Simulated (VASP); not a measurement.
Runs of VASP 6.6.1 on SiSn5. The structure is that of space group P-62m (No. 189), or close to it. The cells are those of the table. 

| task | cell | k mesh | cutoff (eV) | gap on the mesh (eV) | pressure (GPa) |
| --- | --- | --- | --- | --- | --- |
| single point | a = 5.642, b = 5.642, c = 5.622 Å, angles 90.0, 90.0, 120.0°, 6 atoms | 6 × 6 × 8 | 520 | none | (a) |
| single point | a = 5.766, b = 5.766, c = 5.403 Å, angles 90.0, 90.0, 120.0°, 6 atoms | 3 × 3 × 4 | 520 | none | -0.2 |
| relaxation of cell and atoms | relaxed from a = 5.766, b = 5.766, c = 5.403 Å, angles 90.0, 90.0, 120.0°, 6 atoms | 6 × 6 × 8 | 600 | none | 0.1 |
| single point | a = 5.701, b = 5.701, c = 5.509 Å, angles 90.0, 90.0, 120.0°, 6 atoms | 12 × 12 × 8 | 520 | none | -0.1 |

Alike in all rows: level PBE; potentials or basis VASP PAW PBE potentials, release 64 (Si, Sn_d); no spin polarisation; smearing gaussian 0.1 eV.

Fill in the values left out.

(a) 0.0.

Caveats: some runs use coarse meshes; spin-orbit coupling is left out, which moves the levels of the heavy elements.

A k mesh can miss the band edges, and the runs leave out spin-orbit coupling on Sn.

A gap of «none» marks levels without a gap at the run's occupations.
